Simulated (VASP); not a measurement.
Here is a VASP 6.6.1 calculation.

File INCAR:

```
SYSTEM = Au
  PREC = Accurate
  ENCUT = 520
  EDIFF = 1E-6
  ISMEAR = 0
  SIGMA = 0.1
  LREAL = .False.
  LASPH = .True.
  NELM = 60
  ALGO = Normal
  ISIF = 2
  LWAVE = .False.
  LCHARG = .False.
  GGA = PE
  NBANDS = 12
```

Contents of KPOINTS:

```
regular mesh
0
Gamma
  18 18 18
  0 0 0
```

Contents of POSCAR:

```
Au
1.0
   -1.6830285131      1.6830285131      1.6830285131
    1.6830285131     -1.6830285131      1.6830285131
    1.6830285131      1.6830285131     -1.6830285131
Au
1
Direct
    0.0000000000      0.0000000000      0.0000000000
```

Potentials or basis: VASP PAW PBE potentials, release 64 (Au).

Command:

```console
$ cat potpaw_PBE.64/Au/POTCAR > POTCAR
$ mpirun -np 1 vasp_std > vasp.out
```

**Question.** What does it give for the pressure?

**Answer.** -6.9 GPa.
